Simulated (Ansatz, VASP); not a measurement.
## AlN in VASP and in Ansatz

INCAR

```
ALGO     = Normal         # electronic algorithm
EDIFF    = 1E-7           # SCF threshold, eV
EDIFFG   = -0.01          # ionic threshold
ENCUT    = 600            # plane-wave cutoff, eV
GGA      = PE             # functional
IBRION   = 2              # ionic algorithm
ISIF     = 3              # what is computed and relaxed
ISMEAR   = 0              # smearing method
LASPH    = True           # aspherical terms in the spheres
LCHARG   = False          # write CHGCAR
LREAL    = False          # projectors in reciprocal space
LWAVE    = False          # write WAVECAR
NELM     = 80             # most SCF steps
NSW      = 100            # ionic steps
PREC     = Accurate       # precision mode
SIGMA    = 0.02           # smearing width, eV
```

Contents of KPOINTS:

```
k-points
0
Gamma
  6 6 8
```

POSCAR

```
AlN
1.0
    5.2043784611      0.0000000000      0.0000000000
   -2.6021892305      4.5071239582      0.0000000000
    0.0000000000      0.0000000000      3.3754447665
Al N
1 1
Direct
    0.0000000000      0.0000000000      0.5000000000
    0.0000000000      0.0000000000      0.0000000000
```

Input for Ansatz:

```yaml
crystal:
  lattice:
    - [5.2043784611, 0.0, 0.0]
    - [-2.6021892305, 4.5071239582, 0.0]
    - [0.0, 0.0, 3.3754447665]
  atoms:
    - { symbol: Al, position: [0.0, 0.0, 0.5] }
    - { symbol: "N", position: [0.0, 0.0, 0.0] }
basis:
  ecutwfc: 420
kpoints:
  mp_grid: { grid: [6, 6, 8] }
hamiltonian:
  xc: pbe
scf:
  occupations: { method: gaussian, width: 0.02 }
output:
  forces: true
  stress: true
  eigenvalues: true
  write_density: true
  write_potential: true
  elf: true
  volumetric_format: npy
relax:
  adjacent_minimum: "off"
  f_tol: 0.01
  max_steps: 80
  cell: { stress_tol: 0.05 }
```

Alike in both runs: task relaxation of cell and atoms; functional PBE; k mesh 6 × 6 × 8; occupations gaussian, width 0.02 eV; no spin polarisation.

|  | VASP | Ansatz |
| --- | --- | --- |
| version | VASP 6.6.1 | Ansatz 0.2.0 |
| potentials or method | VASP PAW PBE potentials, release 64 (Al, N), cutoff 600 eV | scalar-relativistic, plane waves, PAW |
| valence electrons in the cell | 8 | 8 |

Ansatz gave:

| Item | Value |
| --- | --- |
| gap on the k mesh at the Fermi level, each at its own relaxed structure (eV) | 1.47 |
| relaxed volume (Å³/atom) | 39.59 |
| relaxed cell length with the largest relative difference (Å) | 3.375 |

Question: Which values does VASP return?

Answer: gap on the k mesh at the Fermi level, each at its own relaxed structure (eV): 1.46; relaxed volume (Å³/atom): 39.60; relaxed cell length with the largest relative difference (Å): 3.376.
